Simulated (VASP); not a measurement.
Wanted: the native input for a VASP 6.6.1 run.

| Property | Result |
| --- | --- |
| Task | single point |
| Functional | LDA |
| Potentials or basis | VASP PAW LDA potentials, release 64 (Si) |
| Cutoff | 520 eV |
| k mesh | 12 × 12 × 6 |
| Occupations | gaussian, width 0.03 eV |
| Spin | no spin polarisation |
| Dipole correction | no |
| Further INCAR settings | ALGO = Normal; EDIFF = 1e-07; NBANDS = 16 |

The structure of Si lies in POSCAR:

```
Si
1.0
    3.7054125847      0.0000000000      0.0000000000
   -1.8527062924      3.2089814298      0.0000000000
    0.0000000000      0.0000000000      6.6197195825
Si
4
Direct
    0.3333333333      0.6666666667      0.0630360460
    0.6666666667      0.3333333333      0.5630360460
    0.3333333333      0.6666666667      0.4369639540
    0.6666666667      0.3333333333      0.9369639540
```

This cell differs from its parent crystal: c/a of the conventional cell at fixed volume 1.7865.

These files were run (other wordings do the same):

INCAR

```
ALGO = Normal
EDIFF = 1E-7
ENCUT = 520
ISIF = 2
ISMEAR = 0
LASPH = T
LCHARG = F
LREAL = F
LWAVE = F
NBANDS = 16
NELM = 100
PREC = Accurate
SIGMA = 0.03
```

KPOINTS

```
k-points
0
Gamma
  12 12 6
```

Potentials or basis: VASP PAW LDA potentials, release 64 (Si).

Launch:

```sh
$ cat potpaw_LDA.64/Si/POTCAR > POTCAR
$ mpirun -np 1 vasp_std > vasp.out
```

It gave:

```json
{
  "Pressure": "0.8 GPa",
  "Largest force": "0.664 eV/Å",
  "Band gap on the k mesh": "0.39 eV, indirect (least direct gap 0.95 eV)"
}
```

Wall time 78 s on 1 thread of Intel Xeon 6975P-C (shared host), peak memory 0.2 GiB.
